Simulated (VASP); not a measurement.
# Y (Immm) in VASP: a series of runs

The runs below take Y through single point, with PBEsol.

Program: VASP 6.6.1. These are calculated values, not measurements. Logs are shortened: lines on timing, memory, paths and dates and some standing lists are left out, and cuts for length are marked.

**1. The cell of the first run**

The structure is orthorhombic, space group Immm (No. 71). Conventional cell: a = 3.484 Å, b = 3.528 Å, c = 4.989 Å, α = 90.00°, β = 90.00°, γ = 90.00°. Y (site symmetry mmm) has 12 Y at 3.48 to 3.53 Å within 4.6 Å.

**2. Single point, PBEsol (uniaxial strain along a: -1.0 %)**

INCAR

```
PREC     = Accurate       # precision mode
ENCUT    = 520            # plane-wave cutoff, eV
EDIFF    = 1E-7           # SCF threshold, eV
ISMEAR   = 0              # smearing method
SIGMA    = 0.1            # smearing width, eV
LREAL    = F              # projectors in reciprocal space
LASPH    = T              # aspherical terms in the spheres
NELM     = 60             # most SCF steps
ALGO     = Fast           # electronic algorithm
ISIF     = 2              # what is computed and relaxed
LWAVE    = F              # write WAVECAR
LCHARG   = F              # write CHGCAR
GGA      = PS             # functional
NBANDS   = 18             # bands
```

KPOINTS

```
Automatic mesh
0
Gamma
  14 14 10
```

POSCAR

```
Y
1.0
    2.4635876320      2.4635876320      0.0000000000
   -2.4946935364      2.4946935364      0.0000000000
    0.0000000000      0.0000000000      4.9893870728
Y
2
Direct
    0.0000000000      0.0000000000      0.0000000000
    0.5000000000      0.5000000000      0.5000000000
```

Potentials or basis: VASP PAW PBE potentials, release 64 (Y_sv).

Launch:

```
> cat potpaw_PBE.64/Y_sv/POTCAR > POTCAR
> mpirun -np 1 vasp_std > vasp.out
```

OUTCAR:

```text
PREC = Accurate
   ENCUT = 520
   EDIFF = 1E-7
   ISMEAR = 0
   LREAL = F
   LASPH = T
   NELM = 60
   ISIF = 2
   GGA = PS

 ion  position               nearest neighbor table
   1  0.000  0.000  0.000-   2 3.52   2 3.52   2 3.52   2 3.52   2 3.52   2 3.52   2 3.52   2 3.52

   2  0.500  0.500  0.500-   1 3.52   1 3.52   1 3.52   1 3.52   1 3.52   1 3.52   1 3.52   1 3.52

  LATTYP: Found a simple orthorhombic cell.
 ALAT       =     3.4840390413
 B/A-ratio  =     1.0126262626
 C/A-ratio  =     1.4320697942

  Lattice vectors:

 A1 = (   2.4635876320,   2.4635876320,   0.0000000000)
 A2 = (  -2.4946935364,   2.4946935364,   0.0000000000)
 A3 = (   0.0000000000,   0.0000000000,   4.9893870728)

Analysis of symmetry for initial positions (statically):
=====================================================================
 Subroutine PRICEL returns following result:

  LATTYP: Found a body centered orthorhombic cell.
 ALAT       =     3.4840390413
 B/A-ratio  =     1.0126262626
 C/A-ratio  =     1.4320697942

  Lattice vectors:

 A1 = (   0.0155529522,  -2.4791405842,  -2.4946935364)
 A2 = (  -0.0155529522,   2.4791405842,  -2.4946935364)
 A3 = (   2.4791405842,  -0.0155529522,   2.4946935364)

   2 primitive cells build up your supercell.

 Routine SETGRP: Setting up the symmetry group for a
 simple orthorhombic supercell.

 Subroutine GETGRP returns: Found  8 space group operations
 (whereof  8 operations were pure point group operations)
 out of a pool of  8 trial point group operations.

The static configuration has the point symmetry D_2h.

Analysis of symmetry for dynamics (positions and initial velocities):
=====================================================================
 Subroutine PRICEL returns following result:

  LATTYP: Found a body centered orthorhombic cell.
 ALAT       =     3.4840390413
 B/A-ratio  =     1.0126262626
 C/A-ratio  =     1.4320697942

  Lattice vectors:

 A1 = (   0.0155529522,  -2.4791405842,  -2.4946935364)
 A2 = (  -0.0155529522,   2.4791405842,  -2.4946935364)
 A3 = (   2.4791405842,  -0.0155529522,   2.4946935364)

   2 primitive cells build up your supercell.

 Routine SETGRP: Setting up the symmetry group for a
[... 97 lines left out ...]
   ICHARG =      2    charge: 1-file 2-atom 10-const
   ISPIN  =      1    spin polarized calculation?
   LNONCOLLINEAR =      F non collinear calculations
   LSORBIT =      F    spin-orbit coupling
   LASPH  =      T    aspherical Exc in radial PAW
   ENCUT  =  520.0 eV  38.22 Ry    6.18 a.u.   6.48  6.56  9.28*2*pi/ulx,y,z
   NELM   =     60;   NELMIN=  2; NELMDL= -5     # of ELM steps
   EDIFF  = 0.1E-06   stopping-criterion for ELM
   LREAL  =      F    real-space projection
   EDIFFG = 0.1E-05   stopping-criterion for IOM
   NSW    =      0    number of steps for IOM
   IBRION =     -1    ionic relax: 0-MD 1-quasi-New 2-CG
   NFREE  =      0    steps in history (QN), initial steepest desc. (CG)
   ISIF   =      2    stress and relaxation
   ISYM   =      2    0-nonsym 1-usesym 2-fastsym
   POTIM  = 0.5000    time-step for ionic-motion
   TEBEG  =    0.0;   TEEND  =   0.0 temperature during run
   PSTRESS=    0.0 pullay stress
   NELECT =      22.0000    total number of electrons
   NUPDOWN=      -1.0000    fix difference up-down
   EMIN   =  10.00;   EMAX   =-10.00  energy-range for DOS
   EFERMI =   0.00;   METHOD = LEGACY
   ISMEAR =     0;   SIGMA  =   0.10  broadening in eV -4-tet -1-fermi 0-gaus
   EFERMI_NEDOS =   21; number of points for ismear=-14 and -15
   IALGO  =     68    algorithm
   IMIX   =      4    mixing-type and parameters
     AMIX     =   0.40;   BMIX     =  1.00
     AMIX_MAG =   1.60;   BMIX_MAG =  1.00
  volume/ion in A,a.u.               =      30.66       206.93
  Fermi-wavevector in a.u.,A,eV,Ry     =   1.163219  2.198166 18.409758  1.353079
  Thomas-Fermi vector in A             =   2.299772
   LORBIT       =      0    0 simple, 1 ext, 2 COOP (PROOUT), +10 PAW based schemes
   GGA     = PS    functional components
   LHFCALC =     F    Hartree Fock is set to
   AEXX    =    0.0000 exact exchange contribution
   IVDW    =     0    specifies the selected vdW correction
   LEPSILON=     F    determine dielectric tensor
   LRPA    =     F    only Hartree local field effects (RPA)
 non-spin polarized calculation
 RMM-DIIS sequential band-by-band and
 Gauss-broadening in eV      SIGMA  =   0.10
  energy-cutoff  :      520.00
  volume of cell :       61.33
 maximum number of plane-waves:      1681
 NGX is ok and might be reduce to    28
   NGX = 13   NGY = 13   NGZ = 19

 number of electron      22.0000001 magnetization

 Free energy of the ion-electron system (eV)
  ---------------------------------------------------
  ext. energy  EPLUGINS =         0.00000000
  ---------------------------------------------------
  free energy    TOTEN  =       -13.61044729 eV

  energy without entropy =      -13.59633454  energy(sigma->0) =      -13.60339092

 E-fermi :   3.2749     XC(G=0):  -9.8031

 val. band max:        3.2748367208   @ k =   0.2143   0.2143   0.1000
 cond. band min:       3.2784532792   @ k =   0.1429   0.5000   0.2000
 fundamental gap:      0.0036165584
 Fermi energy:         3.2749414478

 k-point     1 :       0.0000    0.0000    0.0000
  band No.  band energies     occupation
      1     -39.1740      2.00000
      2     -39.0622      2.00000
      3     -19.4917      2.00000
      4     -19.0941      2.00000
      5     -19.0718      2.00000
      6     -18.8467      2.00000
[... 481 lines left out ...]
      5     -19.1206      2.00000
      6     -19.1206      2.00000
[... 10 lines left out ...]
     17       7.3206      0.00000
     18       7.3206      0.00000

 [... further k-points ...]

------------------------ aborting loop because EDIFF is reached ----------------------------------------

  FORCE on cell =-STRESS in cart. coord.  units (eV):
  Direction    XX          YY          ZZ          XY          YZ          ZX
  --------------------------------------------------------------------------------------
  -------------------------------------------------------------------------------------
  Total        0.0488903      0.0488903     -0.0277740      0.1737423      0.0000000      0.0000000
  in kB        1.2772358      1.2772358     -0.7255827      4.5389317      0.0000000      0.0000000
  external PRESSURE =       0.6096297 kB  Pullay stress =       0.0000000 kB

 VOLUME and BASIS-vectors are now :
 -----------------------------------------------------------------------------
  energy-cutoff  :      520.00
  volume of cell :       61.33
      direct lattice vectors                 reciprocal lattice vectors
     2.463587632  2.463587632  0.000000000     0.202956044  0.202956044  0.000000000
    -2.494693536  2.494693536  0.000000000    -0.200425420  0.200425420  0.000000000
     0.000000000  0.000000000  4.989387073     0.000000000  0.000000000  0.200425420

 POSITION                                       TOTAL-FORCE (eV/Angst)
 -----------------------------------------------------------------------------------
      0.00000      0.00000      0.00000        -0.000000     -0.000000     -0.000000
     -0.01555      2.47914      2.49469         0.000000      0.000000      0.000000
 -----------------------------------------------------------------------------------
    total drift:                               -0.000000      0.000000      0.000000

  FREE ENERGIE OF THE ION-ELECTRON SYSTEM (eV)
  ---------------------------------------------------
  free  energy   TOTEN  =       -13.6104472933 eV

  energy  without entropy=      -13.5963345428  energy(sigma->0) =      -13.60339092
```

OSZICAR:

```text
N       E                     dE             d eps       ncg     rms          rms(c)
DAV:   1     0.808522601911E+02    0.80852E+02   -0.11433E+04 13824   0.118E+03
DAV:   2    -0.804462259561E+01   -0.88897E+02   -0.87495E+02 17330   0.251E+02
DAV:   3    -0.138372592439E+02   -0.57926E+01   -0.57360E+01 23316   0.384E+01
[... 13 lines left out ...]
RMM:  17    -0.136104466025E+02   -0.79177E-06   -0.69661E-06 22644   0.102E-02    0.255E-03
RMM:  18    -0.136104470037E+02   -0.40123E-06   -0.38117E-06 18958   0.546E-03    0.125E-03
RMM:  19    -0.136104471473E+02   -0.14365E-06   -0.18528E-06 15415   0.336E-03    0.385E-04
RMM:  20    -0.136104472449E+02   -0.97566E-07   -0.10714E-06 13393   0.234E-03    0.362E-04
RMM:  21    -0.136104472933E+02   -0.48382E-07   -0.57370E-07 12115   0.175E-03
   1 F= -.13610447E+02 E0= -.13603391E+02  d E =-.141128E-01
```

Run time: 7.8 min. Hardware: 1 thread of Intel Xeon 6975P-C, shared host; peak memory 0.5 GiB.

Results:

| Item | Value |
| --- | --- |
| Free energy | -13.6104 eV |
| Pressure | 0.1 GPa |
| Band gap on the k mesh | zero (band 11 reaches 4.13 eV, above the bottom of band 12 at 2.28 eV) |

Stress tensor (GPa, compression positive):
```
 0.13  0.45  0.00
 0.45  0.13  0.00
 0.00  0.00 -0.07
```

Caveat: the cell differs from its parent crystal (uniaxial strain along a: -1.0 %); the PAW data sets were made with another functional, which shifts forces and pressure a little.

**3. Single point, PBEsol (uniaxial strain along a: +1.0 %, then relaxed in part)**

INCAR

```
SYSTEM = Y
PREC     = Accurate       ! precision mode
ENCUT    = 520            ! plane-wave cutoff, eV
EDIFF    = 1E-6           ! SCF threshold, eV
ISMEAR   = 0              ! smearing method
SIGMA    = 0.1            ! smearing width, eV
LREAL    = .FALSE.        ! projectors in reciprocal space
LASPH    = .TRUE.         ! aspherical terms in the spheres
NELM     = 80             ! most SCF steps
ALGO     = Fast           ! electronic algorithm
ISIF     = 2              ! what is computed and relaxed
LWAVE    = .FALSE.        ! write WAVECAR
LCHARG   = .FALSE.        ! write CHGCAR
GGA      = PS             ! functional
NBANDS   = 18             ! bands
```

KPOINTS

```
Automatic mesh
0
G
  14 14 10
  0 0 0
```

POSCAR

```
Y
1.0
    2.5133570791      2.5133570791      0.0000000000
   -2.4900159722      2.4900159722      0.0000000000
    0.0000000000      0.0000000000      4.9478024349
Y
2
Direct
    0.0000000000      0.0000000000      0.0000000000
    0.5000000000      0.5000000000      0.5000000000
```

Potentials or basis: VASP PAW PBE potentials, release 64 (Y_sv).

Launch:

```
> cat potpaw_PBE.64/Y_sv/POTCAR > POTCAR
> mpirun -np 1 vasp_std > vasp.out
```

OUTCAR:

```text
SYSTEM = Y
   PREC = Accurate
   ENCUT = 520
   EDIFF = 1E-6
   ISMEAR = 0
   LREAL = .FALSE.
   LASPH = .TRUE.
   NELM = 80
   ISIF = 2
   GGA = PS

 ion  position               nearest neighbor table
   1  0.000  0.000  0.000-   2 3.52   2 3.52   2 3.52   2 3.52   2 3.52   2 3.52   2 3.52   2 3.52

   2  0.500  0.500  0.500-   1 3.52   1 3.52   1 3.52   1 3.52   1 3.52   1 3.52   1 3.52   1 3.52

  LATTYP: Found a simple orthorhombic cell.
 ALAT       =     3.5214143584
 B/A-ratio  =     1.0093738784
 C/A-ratio  =     1.4050611292

  Lattice vectors:

 A1 = (   2.4900159722,  -2.4900159722,   0.0000000000)
 A2 = (   2.5133570791,   2.5133570791,   0.0000000000)
 A3 = (   0.0000000000,   0.0000000000,   4.9478024349)

Analysis of symmetry for initial positions (statically):
=====================================================================
 Subroutine PRICEL returns following result:

  LATTYP: Found a body centered orthorhombic cell.
 ALAT       =     3.5214143584
 B/A-ratio  =     1.0093738784
 C/A-ratio  =     1.4050611292

  Lattice vectors:
[... 177 lines left out ...]

 number of electron      22.0000001 magnetization

 Free energy of the ion-electron system (eV)
  ---------------------------------------------------
  ext. energy  EPLUGINS =         0.00000000
  ---------------------------------------------------
  free energy    TOTEN  =       -13.61013253 eV

  energy without entropy =      -13.59582618  energy(sigma->0) =      -13.60297936

 E-fermi :   3.2277     XC(G=0):  -9.7640

 val. band max:        3.2250798477   @ k =   0.2143   0.3571   0.4000
 cond. band min:       3.2294284662   @ k =   0.1429   0.5000   0.1000
 fundamental gap:      0.0043486185
 Fermi energy:         3.2276855497

 k-point     1 :       0.0000    0.0000    0.0000
  band No.  band energies     occupation
      1     -39.2451      2.00000
      2     -39.1341      2.00000
      3     -19.5525      2.00000
      4     -19.1766      2.00000
      5     -19.1606      2.00000
      6     -18.9251      2.00000
[... 481 lines left out ...]
      5     -19.1986      2.00000
      6     -19.1986      2.00000
[... 10 lines left out ...]
     17       7.2766      0.00000
     18       7.2766      0.00000

 [... further k-points ...]
[... 5 lines left out ...]
  --------------------------------------------------------------------------------------
  -------------------------------------------------------------------------------------
  Total       -0.1762058     -0.1762058     -0.0517382     -0.1230704      0.0000000      0.0000000
  in kB       -4.5586073     -4.5586073     -1.3385155     -3.1839456      0.0000000      0.0000000
  external PRESSURE =      -3.4852433 kB  Pullay stress =       0.0000000 kB

 VOLUME and BASIS-vectors are now :
 -----------------------------------------------------------------------------
  energy-cutoff  :      520.00
  volume of cell :       61.93
      direct lattice vectors                 reciprocal lattice vectors
     2.513357079  2.513357079  0.000000000     0.198937113  0.198937113  0.000000000
    -2.490015972  2.490015972  0.000000000    -0.200801925  0.200801925  0.000000000
     0.000000000  0.000000000  4.947802435     0.000000000  0.000000000  0.202109929

 POSITION                                       TOTAL-FORCE (eV/Angst)
 -----------------------------------------------------------------------------------
      0.00000      0.00000      0.00000        -0.000000      0.000000      0.000000
      0.01167      2.50169      2.47390         0.000000     -0.000000     -0.000000
 -----------------------------------------------------------------------------------
    total drift:                               -0.000000      0.000000      0.000000

  FREE ENERGIE OF THE ION-ELECTRON SYSTEM (eV)
  ---------------------------------------------------
  free  energy   TOTEN  =       -13.6101325344 eV

  energy  without entropy=      -13.5958261793  energy(sigma->0) =      -13.60297936
```

It took 6.5 min on 1 thread of Intel Xeon 6975P-C, shared host; peak memory 0.5 GiB.

Results:

- Free energy: -13.6101 eV
- Pressure: -0.3 GPa
- Band gap on the k mesh: zero (band 11 reaches 4.03 eV, above the bottom of band 12 at 2.26 eV)

Stress tensor (GPa, compression positive):
```
-0.46 -0.32  0.00
-0.32 -0.46  0.00
 0.00  0.00 -0.13
```

Caveat: the cell differs from its parent crystal (uniaxial strain along a: +1.0 %, then relaxed in part); the PAW data sets were made with another functional, which shifts forces and pressure a little.
